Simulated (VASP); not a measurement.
## B6As: single point with LDA

Crystal: B6As.

```
B As
1.0
     3.03876    1.75443    3.91631
    -3.03876    1.75443    3.91631
     0.00000   -3.50886    3.91631
B As
12 2
Direct
  0.01560 0.01560 0.32436
  0.01560 0.32436 0.01560
  0.82188 0.27250 0.82188
  0.82188 0.82188 0.27250
  0.27250 0.82188 0.82188
  0.72750 0.17812 0.17812
  0.17812 0.72750 0.17812
  0.17812 0.17812 0.72750
  0.98440 0.67564 0.98440
  0.98440 0.98440 0.67564
  0.67564 0.98440 0.98440
  0.32436 0.01560 0.01560
  0.60086 0.60086 0.60086
  0.39914 0.39914 0.39914
```

```
Program                : VASP 6.6.1
Task                   : single point
Functional             : LDA
Potentials or basis    : VASP PAW LDA potentials, release 64 (B, As)
Cutoff                 : 520 eV
k mesh                 : 6 × 6 × 6
Occupations            : gaussian, width 0.02 eV
Spin                   : no spin polarisation
Dipole correction      : no
Further INCAR settings : ALGO = Normal; EDIFF = 1e-06; NBANDS = 36
```

```yaml
Pressure: 0.7 GPa
Largest_force: 0.044 eV/Å
Band_gap_on_the_k_mesh: 2.67 eV, indirect (least direct gap 2.70 eV)
```

Forces on the atoms (eV/Å):
```
B    0.000 -0.006  0.014
B   -0.005  0.003  0.014
B    0.037 -0.021  0.012
B    0.000  0.043  0.012
B   -0.037 -0.021  0.012
B    0.037  0.021 -0.012
B   -0.037  0.021 -0.012
B    0.000 -0.043 -0.012
B    0.005 -0.003 -0.014
B    0.000  0.006 -0.014
B   -0.005 -0.003 -0.014
B    0.005  0.003  0.014
As   0.000  0.000  0.032
As   0.000  0.000 -0.032
```

Stress tensor (GPa, compression positive):
```
0.73 0.00 0.00
0.00 0.73 0.00
0.00 0.00 0.51
```

Levels at points of the mesh, in eV from the valence-band top:
```csv
k point,band 19,band 20,band 21,band 22,band 23,band 24,band 25,band 26,band 27,band 28
"(0.00, 0.00, 0.00)",-1.35,-0.24,-0.24,0.00,0.00,4.53,4.77,4.77,5.09,5.99
"(0.50, 0.00, 0.00)",-1.53,-1.44,-1.30,-1.05,-0.03,2.67,4.25,4.60,5.17,5.62
"(0.50, 0.50, 0.00)",-2.02,-1.54,-0.97,-0.76,-0.24,3.39,4.53,4.79,5.13,5.36
"(0.50, 0.50, 0.50)",-0.85,-0.85,-0.82,-0.82,-0.09,2.80,3.78,3.79,4.63,4.63
```

Run time: 110 s on 1 thread of Intel(R) Xeon(R) Platinum 8259CL CPU @ 2.50GHz (Skylake/Cascade Lake), with other jobs on the host, peak memory 0.26 GiB.

A k mesh can miss the band edges.
